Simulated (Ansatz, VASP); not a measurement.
## MnHg in VASP and in Ansatz

```
Mn Hg
1.0
     3.28151    0.00000    0.00000
     0.00000    3.28151    0.00000
     0.00000    0.00000    3.28151
Mn Hg
1 1
Cartesian
  1.6408 1.6408 1.6408
  0.0000 0.0000 0.0000
```

Change from the starting cell: volume scaled by 0.97, PAW files.

Alike in both runs: task electric field gradients; functional PBE; k mesh 10 × 10 × 10; occupations fermi-dirac, width 0.08 eV; collinear spin.

```csv
,VASP,Ansatz
version,VASP 6.6.1,Ansatz 0.2.0
potentials or method,"VASP PAW PBE potentials, release 64 (Mn_pv, Hg)","PAW with Ansatz's default frozen-core files, scalar-relativistic"
plane-wave cutoff (eV),520,420
valence electrons in the cell,25,35
```

|  | VASP | Ansatz | Ansatz less VASP |
| --- | --- | --- | --- |
| pressure (GPa) | 3.3 | 2.8 | -0.52 |
| net moment per atom (μB) | 1.92 | 1.91 | -0.002 |
| size of the moment on the site where the two differ most (μB) | 3.75 | 3.79 | +0.042 |

Site moments also hang on the region over which each program counts them. VASP's potentials hold 25 valence electrons a cell and Ansatz's 35, so a difference there can come from the potentials and not from the codes.

Neither program's run includes spin-orbit coupling.
